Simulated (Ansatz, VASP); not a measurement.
# Co: VASP beside Ansatz

The input INCAR:

```
PREC = Accurate
ENCUT = 600
EDIFF = 1E-6
ISMEAR = -1
SIGMA = 0.05
LREAL = False
LASPH = True
NELM = 200
ALGO = Normal
ISIF = 2
LWAVE = False
LCHARG = True
ISPIN = 2
MAGMOM = 0 3
LORBIT = 11
LMAXMIX = 4
GGA = PE
LELF = True
LVHAR = True
NBANDS = 20
GGA_COMPAT = False
```

Contents of KPOINTS:

```
regular mesh
0
Gamma
  11 11 11
```

The input POSCAR:

```
Co
1.0
    3.6280000000      1.8140000000      1.8140000000
    1.8140000000      3.6280000000      1.8140000000
    1.8140000000      1.8140000000      3.6280000000
Co
2
Direct
    0.0000000000      0.0000000000      0.0000000000
    0.5000000000      0.5000000000      0.5000000000
```

Input for Ansatz:

```yaml
crystal:
  lattice:
    - [3.628, 1.814, 1.814]
    - [1.814, 3.628, 1.814]
    - [1.814, 1.814, 3.628]
  atoms:
    - { symbol: Co, position: [0.0, 0.0, 0.0] }
    - { symbol: Co, position: [0.5, 0.5, 0.5], spin: 3.0 }
magnetization:
  spin_polarized: true
hamiltonian:
  xc: pbe
  pseudopotentials: { kind: paw }
basis:
  ecutwfc: 420
kpoints:
  mp_grid: { grid: [11, 11, 11] }
scf:
  occupations: { method: fermi_dirac, width: 0.05 }
  lower_state_search: "off"
output:
  forces: true
  stress: true
```

Alike in both runs: task single point; functional PBE; k mesh 11 × 11 × 11; occupations fermi-dirac, width 0.05 eV; collinear spin.

```csv
,VASP,Ansatz
version,VASP 6.6.1,Ansatz 0.2.0
potentials or method,"VASP PAW PBE potentials, release 64 (Co), cutoff 600 eV","PAW, plane waves, scalar-relativistic"
valence electrons in the cell,18,34
```

|  | VASP | Ansatz | Ansatz less VASP |
| --- | --- | --- | --- |
| pressure (GPa) | -15.8 | -15.3 | +0.55 |
| traceless stress, the component that is largest in VASP (GPa) | -0.02 | -0.07 | -0.046 |
| net moment per atom (μB) | 1.69 | 1.72 | +0.027 |
| size of the moment on the site where the two differ most (μB) | 1.73 | 1.79 | +0.069 |

Site moments also hang on the region over which each program counts them. The functional is the same, so the differences come from potentials, cutoffs and numerics. VASP's potentials hold 18 valence electrons a cell and Ansatz's 34, so a difference there can come from the potentials and not from the codes.
